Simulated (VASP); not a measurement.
Wanted: the native input for a VASP 6.6.1 run.

| Quantity | Value |
| --- | --- |
| Task | single point |
| Functional | PBE |
| Potentials or basis | VASP PAW PBE potentials, release 64 (Mo_sv) |
| Cutoff | 520 eV |
| k mesh | 11 × 4 × 15 |
| Occupations | gaussian, width 0.1 eV |
| Spin | no spin polarisation |
| Dipole correction | no |
| Further INCAR settings | ALGO = Fast; EDIFF = 1e-06; NBANDS = 36; ISYM = 0 |

The structure of Mo lies in POSCAR:

```
Mo
1.0
    3.0969355071      0.0000000000      0.0000000000
    0.0000000000      9.2908065212      0.0000000000
   -1.5484677535      0.0000000000      2.2103697060
Mo
4
Direct
    0.0000000000      0.5000000000      0.0000000000
    0.5000000000      0.7500000000      0.0000000000
    0.0000000000      0.0000000000      0.0000000000
    0.5000000000      0.2500000000      0.0000000000
```

The input as run:

INCAR

```
  PREC = Accurate
  ENCUT = 520
  EDIFF = 1E-6
  ISMEAR = 0
  SIGMA = 0.1
  LREAL = F
  LASPH = T
  NELM = 80
  ALGO = Fast
  ISIF = 2
  LWAVE = F
  LCHARG = F
  GGA = PE
  ISYM = 0
  NBANDS = 36
```

KPOINTS

```
regular mesh
0
Gamma
  11 4 15
```

Potentials or basis: VASP PAW PBE potentials, release 64 (Mo_sv).

The run is started by

```sh
$ cat potpaw_PBE.64/Mo_sv/POTCAR > POTCAR
$ mpirun -np 1 vasp_std > vasp.out
```

Results of the run:

```yaml
Pressure: -0.7 GPa
Band_gap_on_the_k_mesh: zero (bands 28 and 29 overlap by 2.27 eV)
```

Run time: 4.4 min on 1 thread of Intel(R) Xeon(R) 6975P-C (Granite Rapids) (shared host), peak memory 0.58 GiB.
